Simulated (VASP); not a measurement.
# Sc5W (F-43m) in VASP: notebook

Runs on Sc5W. Level: PBE. Tasks: single point, relaxation of cell and atoms.

All numbers are computed with VASP 6.6.1; they aren't measurements. Logs are shortened: lines on timing, memory, paths and dates and some standing lists are left out, and cuts for length are marked.

### Step 1. The cell of the first run

Symmetry: F-43m, No. 216, cubic system. The conventional cell has a = 7.495 Å, b = 7.495 Å, c = 7.495 Å, α = 90.00°, β = 90.00°, γ = 90.00°. Within 3.3 Å of Sc (site symmetry 3m) lie 9 Sc at 2.50 to 3.09 Å and 3 W at 3.12 Å. Within 4.1 Å of Sc (site symmetry -43m) lie 12 Sc at 3.09 Å and 4 W at 3.25 Å. Within 4.1 Å of W (site symmetry -43m) lie 16 Sc at 3.12 to 3.25 Å.

### Step 2. Single point, PBE

INCAR

```
SYSTEM = Sc5W
  PREC = Accurate
  ENCUT = 520
  EDIFF = 1E-6
  ISMEAR = 0
  SIGMA = 0.1
  LREAL = .FALSE.
  LASPH = .TRUE.
  NELM = 100
  ALGO = Normal
  ISIF = 2
  LWAVE = .FALSE.
  LCHARG = .TRUE.
  GGA = PE
  LELF = .TRUE.
  LVHAR = .TRUE.
  NBANDS = 44
```

KPOINTS

```
regular mesh
0
G
  4 4 4
  0 0 0
```

POSCAR

```
Sc5W
1.0
    0.0000000000      3.7474605600      3.7474605600
    3.7474605600      0.0000000000      3.7474605600
    3.7474605600      3.7474605600      0.0000000000
Sc W
5 1
Direct
    0.1321095800      0.1321095800      0.1321095800
    0.1321095800      0.1321095800      0.6036712700
    0.1321095800      0.6036712700      0.1321095800
    0.6036712700      0.1321095800      0.1321095800
    0.5000000000      0.5000000000      0.5000000000
    0.7500000000      0.7500000000      0.7500000000
```

Potentials or basis: VASP PAW PBE potentials, release 64 (Sc_sv, W_sv).

Command:

```console
> cat potpaw_PBE.64/Sc_sv/POTCAR potpaw_PBE.64/W_sv/POTCAR > POTCAR
> mpirun -np 1 vasp_std > vasp.out
```

OUTCAR:

```text
SYSTEM = Sc5W
   PREC = Accurate
   ENCUT = 520
   EDIFF = 1E-6
   ISMEAR = 0
   LREAL = .FALSE.
   LASPH = .TRUE.
   NELM = 100
   ISIF = 2
   GGA = PE

 ion  position               nearest neighbor table
   1  0.132  0.132  0.132-   2 2.50   3 2.50   4 2.50   2 2.80   3 2.80   4 2.80   5 3.09   5 3.09
                             5 3.09   6 3.12   6 3.12   6 3.12
   2  0.132  0.132  0.604-   1 2.50   3 2.50   4 2.50   1 2.80   3 2.80   4 2.80   5 3.09   5 3.09
                             5 3.09   6 3.12   6 3.12   6 3.12
   3  0.132  0.604  0.132-   1 2.50   2 2.50   4 2.50   2 2.80   1 2.80   4 2.80   5 3.09   5 3.09
                             5 3.09   6 3.12   6 3.12   6 3.12
   4  0.604  0.132  0.132-   1 2.50   2 2.50   3 2.50   1 2.80   2 2.80   3 2.80   5 3.09   5 3.09
                             5 3.09   6 3.12   6 3.12   6 3.12
   5  0.500  0.500  0.500-   2 3.09   3 3.09   4 3.09   1 3.09   1 3.09   1 3.09   3 3.09   3 3.09
                             4 3.09   2 3.09   2 3.09   4 3.09   6 3.25   6 3.25   6 3.25   6 3.25
   6  0.750  0.750  0.750-   3 3.12   4 3.12   2 3.12   4 3.12   2 3.12   3 3.12   1 3.12   1 3.12
                             1 3.12   4 3.12   3 3.12   2 3.12   5 3.25   5 3.25   5 3.25   5 3.25

  LATTYP: Found a face centered cubic cell.
 ALAT       =     7.4949211200

  Lattice vectors:

 A1 = (   0.0000000000,   3.7474605600,   3.7474605600)
 A2 = (   3.7474605600,   0.0000000000,   3.7474605600)
 A3 = (   3.7474605600,   3.7474605600,   0.0000000000)

Analysis of symmetry for initial positions (statically):
=====================================================================
 Subroutine PRICEL returns:
 Original cell was already a primitive cell.

 Routine SETGRP: Setting up the symmetry group for a
 face centered cubic supercell.

 Subroutine GETGRP returns: Found 24 space group operations
 (whereof 24 operations were pure point group operations)
 out of a pool of 48 trial point group operations.

The static configuration has the point symmetry T_d .

Analysis of symmetry for dynamics (positions and initial velocities):
=====================================================================
 Subroutine PRICEL returns:
 Original cell was already a primitive cell.

 Routine SETGRP: Setting up the symmetry group for a
 face centered cubic supercell.

 Subroutine GETGRP returns: Found 24 space group operations
 (whereof 24 operations were pure point group operations)
 out of a pool of 48 trial point group operations.

The dynamic configuration has the point symmetry T_d .

 Subroutine INISYM returns: Found 24 space group operations
 (whereof 24 operations are pure point group operations),
 and found     1 'primitive' translations

----------------------------------------------------------------------------------------

                                     Primitive cell

  volume of cell :     105.2546

  direct lattice vectors                    reciprocal lattice vectors
     0.000000000  3.747460560  3.747460560    -0.133423686  0.133423686  0.133423686
     3.747460560  0.000000000  3.747460560     0.133423686 -0.133423686  0.133423686
     3.747460560  3.747460560  0.000000000     0.133423686  0.133423686 -0.133423686

  length of vectors
     5.299709548  5.299709548  5.299709548     0.231096603  0.231096603  0.231096603

  position of ions in fractional coordinates (direct lattice)
     0.132109580  0.132109580  0.132109580
     0.132109580  0.132109580  0.603671270
     0.132109580  0.603671270  0.132109580
     0.603671270  0.132109580  0.132109580
     0.500000000  0.500000000  0.500000000
     0.750000000  0.750000000  0.750000000

  ion indices of the primitive-cell ions
   primitive index   ion index
                 1           1
                 2           2
                 3           3
                 4           4
                 5           5
                 6           6

----------------------------------------------------------------------------------------

 KPOINTS: regular mesh

Automatic generation of k-mesh.
 Grid dimensions read from file:
 generate k-points for:    4    4    4

 Generating k-lattice:

  Cartesian coordinates                     Fractional coordinates (reciprocal lattice)
    -0.033355921  0.033355921  0.033355921     0.250000000  0.000000000  0.000000000
     0.033355921 -0.033355921  0.033355921     0.000000000  0.250000000  0.000000000
     0.033355921  0.033355921 -0.033355921     0.000000000  0.000000000  0.250000000

  Length of vectors
     0.057774151  0.057774151  0.057774151

  Shift w.r.t. Gamma in fractional coordinates (k-lattice)
     0.000000000  0.000000000  0.000000000

 Subroutine IBZKPT returns following result:
 ===========================================

 Found      8 irreducible k-points:

 Following reciprocal coordinates:
            Coordinates               Weight
  0.000000  0.000000  0.000000      1.000000
  0.250000  0.000000  0.000000      8.000000
  0.500000  0.000000  0.000000      4.000000
  0.250000  0.250000  0.000000      6.000000
  0.500000  0.250000  0.000000     24.000000
 -0.250000  0.250000  0.000000     12.000000
  0.500000  0.500000  0.000000      3.000000
 -0.250000  0.500000  0.250000      6.000000
   k-points           NKPTS =      8   k-points in BZ     NKDIM =      8   number of bands    NBANDS=     44
   number of dos      NEDOS =    301   number of ions     NIONS =      6
   total plane-waves  NPLWV =  64000
   dimension x,y,z NGX =    40 NGY =   40 NGZ =   40
   dimension x,y,z NGXF=    80 NGYF=   80 NGZF=   80
   ions per type =               5   1
   NGX,Y,Z   is equivalent  to a cutoff of  12.55, 12.55, 12.55 a.u.
   NGXF,Y,Z  is equivalent  to a cutoff of  25.10, 25.10, 25.10 a.u.
 SYSTEM =  Sc5W
   PREC   = accura    normal or accurate (medium, high low for compatibility)
   ISTART =      0    job   : 0-new  1-cont  2-samecut
   ICHARG =      2    charge: 1-file 2-atom 10-const
   ISPIN  =      1    spin polarized calculation?
   LNONCOLLINEAR =      F non collinear calculations
   LSORBIT =      F    spin-orbit coupling
   LASPH  =      T    aspherical Exc in radial PAW
   ENCUT  =  520.0 eV  38.22 Ry    6.18 a.u.   9.85  9.85  9.85*2*pi/ulx,y,z
   NELM   =    100;   NELMIN=  2; NELMDL= -5     # of ELM steps
   EDIFF  = 0.1E-05   stopping-criterion for ELM
   LREAL  =      F    real-space projection
   EDIFFG = 0.1E-04   stopping-criterion for IOM
   NSW    =      0    number of steps for IOM
   IBRION =     -1    ionic relax: 0-MD 1-quasi-New 2-CG
   NFREE  =      0    steps in history (QN), initial steepest desc. (CG)
   ISIF   =      2    stress and relaxation
   ISYM   =      2    0-nonsym 1-usesym 2-fastsym
   POTIM  = 0.5000    time-step for ionic-motion
   TEBEG  =    0.0;   TEEND  =   0.0 temperature during run
   PSTRESS=    0.0 pullay stress
   NELECT =      69.0000    total number of electrons
   NUPDOWN=      -1.0000    fix difference up-down
   EMIN   =  10.00;   EMAX   =-10.00  energy-range for DOS
   EFERMI =   0.00;   METHOD = LEGACY
   ISMEAR =     0;   SIGMA  =   0.10  broadening in eV -4-tet -1-fermi 0-gaus
   EFERMI_NEDOS =   21; number of points for ismear=-14 and -15
   IALGO  =     38    algorithm
   IMIX   =      4    mixing-type and parameters
     AMIX     =   0.40;   BMIX     =  1.00
     AMIX_MAG =   1.60;   BMIX_MAG =  1.00
  volume/ion in A,a.u.               =      17.54       118.38
  Fermi-wavevector in a.u.,A,eV,Ry     =   1.422146  2.687466 27.517765  2.022499
  Thomas-Fermi vector in A             =   2.542881
   LORBIT       =      0    0 simple, 1 ext, 2 COOP (PROOUT), +10 PAW based schemes
   GGA     = PE    functional components
   LHFCALC =     F    Hartree Fock is set to
   AEXX    =    0.0000 exact exchange contribution
   IVDW    =     0    specifies the selected vdW correction
   LEPSILON=     F    determine dielectric tensor
   LRPA    =     F    only Hartree local field effects (RPA)
 non-spin polarized calculation
 Gauss-broadening in eV      SIGMA  =   0.10
  energy-cutoff  :      520.00
  volume of cell :      105.25
 maximum number of plane-waves:      2874
   NGX = 19   NGY = 19   NGZ = 19

 number of electron      69.0000000 magnetization

 Free energy of the ion-electron system (eV)
  ---------------------------------------------------
  ext. energy  EPLUGINS =         0.00000000
  ---------------------------------------------------
  free energy    TOTEN  =       -38.27504733 eV

  energy without entropy =      -38.25210098  energy(sigma->0) =      -38.26357416

 E-fermi :   6.2995     XC(G=0): -11.5988

 val. band max:        6.2872143863   @ k =   0.5000   0.5000   0.0000
 cond. band min:       6.3026471364   @ k =  -0.2500   0.5000   0.2500
 fundamental gap:      0.0154327502
 Fermi energy:         6.2994801450

 k-point     1 :       0.0000    0.0000    0.0000
  band No.  band energies     occupation
      1     -66.8929      2.00000
      2     -42.4515      2.00000
      3     -42.3207      2.00000
      4     -41.8975      2.00000
      5     -41.8975      2.00000
      6     -41.8975      2.00000
[... 36 lines left out ...]
     43       9.0993      0.00000
     44       9.0994      0.00000

 k-point     2 :       0.2500    0.0000    0.0000
  band No.  band energies     occupation
      1     -66.8930      2.00000
      2     -42.4183      2.00000
      3     -42.3197      2.00000
      4     -41.9356      2.00000
      5     -41.8978      2.00000
      6     -41.8978      2.00000
[... 36 lines left out ...]
     43       8.8592      0.00000
     44       8.8777      0.00000

 k-point     3 :       0.5000    0.0000    0.0000
  band No.  band energies     occupation
      1     -66.8930      2.00000
      2     -42.3804      2.00000
      3     -42.3169      2.00000
      4     -41.9801      2.00000
      5     -41.8980      2.00000
      6     -41.8980      2.00000
[... 224 lines left out ...]
     43       8.3117      0.00000
     44       8.8890      0.00000

 k-point     8 :      -0.2500    0.5000    0.2500
  band No.  band energies     occupation
      1     -66.8929      2.00000
      2     -42.3637      2.00000
      3     -42.2978      2.00000
      4     -42.0188      2.00000
      5     -41.8984      2.00000
      6     -41.8975      2.00000
[... 36 lines left out ...]
     43       8.6340      0.00000
     44       9.2270      0.00000

------------------------ aborting loop because EDIFF is reached ----------------------------------------

  FORCE on cell =-STRESS in cart. coord.  units (eV):
  Direction    XX          YY          ZZ          XY          YZ          ZX
  --------------------------------------------------------------------------------------
  -------------------------------------------------------------------------------------
  Total       14.7996616     14.7996616     14.7996616     -0.0000000     -0.0000000     -0.0000000
  in kB      225.2792329    225.2792329    225.2792329     -0.0000000     -0.0000000     -0.0000000
  external PRESSURE =     225.2792329 kB  Pullay stress =       0.0000000 kB

 VOLUME and BASIS-vectors are now :
 -----------------------------------------------------------------------------
  energy-cutoff  :      520.00
  volume of cell :      105.25
      direct lattice vectors                 reciprocal lattice vectors
     0.000000000  3.747460560  3.747460560    -0.133423686  0.133423686  0.133423686
     3.747460560  0.000000000  3.747460560     0.133423686 -0.133423686  0.133423686
     3.747460560  3.747460560  0.000000000     0.133423686  0.133423686 -0.133423686

 POSITION                                       TOTAL-FORCE (eV/Angst)
 -----------------------------------------------------------------------------------
      0.99015      0.99015      0.99015        -1.564188     -1.564188     -1.564188
      2.75731      2.75731      0.99015         1.564188      1.564188     -1.564188
      2.75731      0.99015      2.75731         1.564188     -1.564188      1.564188
      0.99015      2.75731      2.75731        -1.564188      1.564188      1.564188
      3.74746      3.74746      3.74746         0.000000     -0.000000      0.000000
      5.62119      5.62119      5.62119         0.000000      0.000000      0.000000
 -----------------------------------------------------------------------------------
    total drift:                               -0.000077     -0.000077     -0.000077

  FREE ENERGIE OF THE ION-ELECTRON SYSTEM (eV)
  ---------------------------------------------------
  free  energy   TOTEN  =       -38.2750473289 eV

  energy  without entropy=      -38.2521009826  energy(sigma->0) =      -38.26357416
```

Wall time 33 s (1 thread of Intel Xeon 6975P-C (Granite Rapids), shared host); peak memory 0.24 GiB.

What came out:

| Quantity | Value |
| --- | --- |
| Free energy | -38.2750 eV |
| Pressure | 22.5 GPa |
| Largest force | 2.709 eV/Å |

Forces in eV/Å, atoms in the order of the input:
```
Sc  -1.564 -1.564 -1.564
Sc   1.564  1.564 -1.564
Sc   1.564 -1.564  1.564
Sc  -1.564  1.564  1.564
Sc   0.000  0.000  0.000
W    0.000  0.000  0.000
```

Caveat: the k points lie up to 0.36 Å⁻¹ apart; spin-orbit coupling is left out, which moves the levels of the heavy elements; forces of over 1 eV/Å act on the atoms, so gaps and moduli don't describe the material at rest.

### Step 3. Single point, PBE

This run uses another cell than the first one, of 22.03 Å³/atom, 1.256 times its volume.

INCAR

```
SYSTEM = Sc5W
PREC = Accurate ; ENCUT = 520
EDIFF = 1E-6 ; ISMEAR = 0
SIGMA = 0.1 ; LREAL = .FALSE.
LASPH = .TRUE. ; NELM = 60
ALGO = Normal ; ISIF = 2
LWAVE = .FALSE. ; LCHARG = .TRUE.
GGA = PE ; LELF = .TRUE.
LVHAR = .TRUE. ; NBANDS = 44
```

KPOINTS

```
Automatic mesh
0
G
  4 4 4
  0 0 0
```

POSCAR

```
Sc5W
1.0
    0.0000000000      4.0432185414      4.0432185414
    4.0432185414      0.0000000000      4.0432185414
    4.0432185414      4.0432185414      0.0000000000
Sc W
5 1
Direct
    0.1222875127      0.1222875127      0.1222875127
    0.1222875127      0.1222875127      0.6331374620
    0.1222875127      0.6331374620      0.1222875127
    0.6331374620      0.1222875127      0.1222875127
    0.5000000000      0.5000000000      0.5000000000
    0.7500000000      0.7500000000      0.7500000000
```

Potentials or basis: VASP PAW PBE potentials, release 64 (Sc_sv, W_sv).

Command:

```console
> cat potpaw_PBE.64/Sc_sv/POTCAR potpaw_PBE.64/W_sv/POTCAR > POTCAR
> mpirun -np 1 vasp_std > vasp.out
```

Run time: 47 s. Hardware: 1 thread of Intel Xeon 6975P-C (Granite Rapids), shared host; peak memory 0.32 GiB.

Results (log left out):

```
Free energy   : -40.5168 eV
Pressure      : 0.1 GPa
Largest force : 0.014 eV/Å
```

Forces in eV/Å, atoms in the order of the input:
```
Sc   0.008  0.008  0.008
Sc  -0.008 -0.008  0.008
Sc  -0.008  0.008 -0.008
Sc   0.008 -0.008 -0.008
Sc   0.000  0.000  0.000
W    0.000  0.000  0.000
```

Levels at points of the mesh, in eV from the Fermi level:
```csv
k point,band 31,band 32,band 33,band 34,band 35,band 36,band 37,band 38
"(0.00, 0.00, 0.00)",-0.83,-0.83,-0.46,-0.46,0.01,0.01,0.01,0.49
"(0.50, 0.00, 0.00)",-0.53,-0.53,-0.05,-0.05,0.22,0.22,0.34,0.46
"(0.50, 0.50, 0.00)",-0.65,-0.65,-0.48,-0.41,-0.35,-0.01,-0.01,0.47
```

Caveat: spin-orbit coupling is left out, which moves the levels of the heavy elements.

### Step 4. Relaxation of cell and atoms, PBE

INCAR

```
PREC = Accurate ; ENCUT = 600
EDIFF = 1E-6 ; ISMEAR = 0
SIGMA = 0.1 ; LREAL = False
LASPH = True ; NELM = 80
ALGO = Fast ; ISIF = 3
LWAVE = False ; LCHARG = False
GGA = PE ; IBRION = 2
NSW = 90 ; EDIFFG = -0.04
```

KPOINTS

```
Automatic mesh
0
Gamma
  4 4 4
```

POSCAR

```
Sc5W
1.0
    0.0000000000      3.7474605600      3.7474605600
    3.7474605600      0.0000000000      3.7474605600
    3.7474605600      3.7474605600      0.0000000000
Sc W
5 1
Direct
    0.1321095800      0.1321095800      0.1321095800
    0.1321095800      0.1321095800      0.6036712700
    0.1321095800      0.6036712700      0.1321095800
    0.6036712700      0.1321095800      0.1321095800
    0.5000000000      0.5000000000      0.5000000000
    0.7500000000      0.7500000000      0.7500000000
```

Command:

```console
> cat potpaw_PBE.64/Sc_sv/POTCAR potpaw_PBE.64/W_sv/POTCAR > POTCAR
> mpirun -np 1 vasp_std > vasp.out
```

Run time: 4.9 min. Hardware: 1 thread of Intel Xeon 6975P-C (Granite Rapids), shared host; peak memory 0.3 GiB.

It converged, with:

```
Free energy                            : -40.5091 eV
Relaxed volume                         : 22.08 Å³/atom
Relaxed cell                           : a = 5.722 Å, b = 5.722 Å, c = 5.722 Å, α = 60.00°, β = 60.00°, γ = 60.00°
Space group after relaxing (to 0.05 Å) : F-43m (No. 216)
Energy gained by relaxing              : 372.0 meV/atom
Ionic steps                            : 7
Pressure after relaxing                : -0.1 GPa
Largest force after relaxing           : 0.010 eV/Å
```

Forces in eV/Å, atoms in the order of the input:
```
Sc   0.006  0.006  0.006
Sc  -0.006 -0.006  0.006
Sc  -0.006  0.006 -0.006
Sc   0.006 -0.006 -0.006
Sc   0.000  0.000  0.000
W    0.000  0.000  0.000
```

Step by step:
```tsv
step	energy change (eV)	largest force (eV/Å)	pressure (GPa)	volume (Å³)
1	0.0000	2.7096	22.59	105.25
2	-1.9215	0.0217	-5.98	147.60
3	-2.1891	0.5423	-1.03	134.26
4	-2.1885	0.5712	-0.75	133.64
5	-2.2289	0.1451	0.26	131.74
6	-2.2301	0.0527	0.48	131.36
7	-2.2319	0.0098	-0.07	132.47
```

Final structure:
```
CELL_PARAMETERS angstrom
0.00000 4.04603 4.04603
4.04603 0.00000 4.04603
4.04603 4.04603 0.00000
ATOMIC_POSITIONS crystal
Sc 0.12229 0.12229 0.12229
Sc 0.12229 0.12229 0.63312
Sc 0.12229 0.63312 0.12229
Sc 0.63312 0.12229 0.12229
Sc 0.50000 0.50000 0.50000
W 0.75000 0.75000 0.75000
```

Levels at points of the mesh, in eV from the Fermi level:
| k point | band 30 | band 31 | band 32 | band 33 | band 34 | band 35 | band 36 | band 37 | band 38 | band 39 |
| --- | --- | --- | --- | --- | --- | --- | --- | --- | --- | --- |
| (0.00, 0.00, 0.00) | -0.83 | -0.83 | -0.83 | -0.46 | -0.46 | 0.01 | 0.01 | 0.01 | 0.49 | 0.49 |
| (0.50, 0.00, 0.00) | -0.81 | -0.53 | -0.53 | -0.05 | -0.05 | 0.22 | 0.22 | 0.33 | 0.46 | 0.62 |
| (0.50, 0.50, 0.00) | -0.78 | -0.65 | -0.65 | -0.48 | -0.41 | -0.35 | -0.01 | -0.01 | 0.47 | 0.82 |

Caveat: the k points lie up to 0.34 Å⁻¹ apart in the final cell; the volume moved by over 15 % at a fixed basis, so the end points are rough; spin-orbit coupling is left out, which moves the levels of the heavy elements.

### Step 5. Overview

| task | cell | cutoff (eV) | gap on the mesh (eV) | pressure (GPa) | largest force (eV/Å) |
| --- | --- | --- | --- | --- | --- |
| single point | a = 5.300 Å, angles 60.0°, 6 atoms | 520 | none | 22.5 | 2.71 |
| single point | a = 5.718 Å, angles 60.0°, 6 atoms | 520 | none | 0.1 | 0.01 |
| relaxation of cell and atoms | relaxed from a = 5.300 Å, angles 60.0°, 6 atoms | 600 | none | -0.1 | 0.01 |

Alike in all rows: level PBE; potentials or basis VASP PAW PBE potentials, release 64 (Sc_sv, W_sv); no spin polarisation; k mesh 4 × 4 × 4; smearing gaussian 0.1 eV.

Caveats: some runs use coarse meshes; spin-orbit coupling is left out, which moves the levels of the heavy elements; forces of over 1 eV/Å act on the atoms, so gaps and moduli don't describe the material at rest (some runs); the volume moved by over 15 % at a fixed basis, so the end points are rough (some runs).

Total energies depend on the potentials used, so only differences within one code and one set of settings carry meaning.
